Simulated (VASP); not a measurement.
Wanted: the native input for a VASP 6.6.1 run.

- Task: single point
- Functional: LDA
- Potentials or basis: VASP PAW LDA potentials, release 64 (Se, Ca_sv)
- Cutoff: 520 eV
- k mesh: 8 × 8 × 8
- Occupations: fermi-dirac, width 0.05 eV
- Spin: no spin polarisation
- Dipole correction: no
- Further INCAR settings: ALGO = Normal; EDIFF = 1e-06; NBANDS = 15

The structure of CaSe lies in POSCAR:

```
CaSe
1.0
    0.0000000000      2.9755767295      2.9755767295
    2.9755767295      0.0000000000      2.9755767295
    2.9755767295      2.9755767295      0.0000000000
Se Ca
1 1
Direct
    0.5000000000      0.5000000000      0.5000000000
    0.0000000000      0.0000000000      0.0000000000
```

This cell differs from its parent crystal: volume scaled by 1.02.

One way to write it, as run:

INCAR

```
SYSTEM = CaSe
ALGO = Normal
EDIFF = 1E-6
ENCUT = 520
GGA = CA
ISIF = 2
ISMEAR = -1
LASPH = .TRUE.
LCHARG = .FALSE.
LREAL = .FALSE.
LWAVE = .FALSE.
NBANDS = 15
NELM = 80
PREC = Accurate
SIGMA = 0.05
```

KPOINTS

```
k-points
0
G
  8 8 8
  0 0 0
```

Potentials or basis: VASP PAW LDA potentials, release 64 (Se, Ca_sv).

Run with:

```console
$ cat potpaw_LDA.64/Se/POTCAR potpaw_LDA.64/Ca_sv/POTCAR > POTCAR
$ mpirun -np 1 vasp_std > vasp.out
```

It gave:

```
Pressure               : -3.7 GPa
Band gap on the k mesh : 1.91 eV, indirect (least direct gap 2.83 eV)
```

Wall time 37 s on 1 thread of AMD EPYC 7R13 Processor (Zen 3) (shared host), peak memory 0.13 GiB.
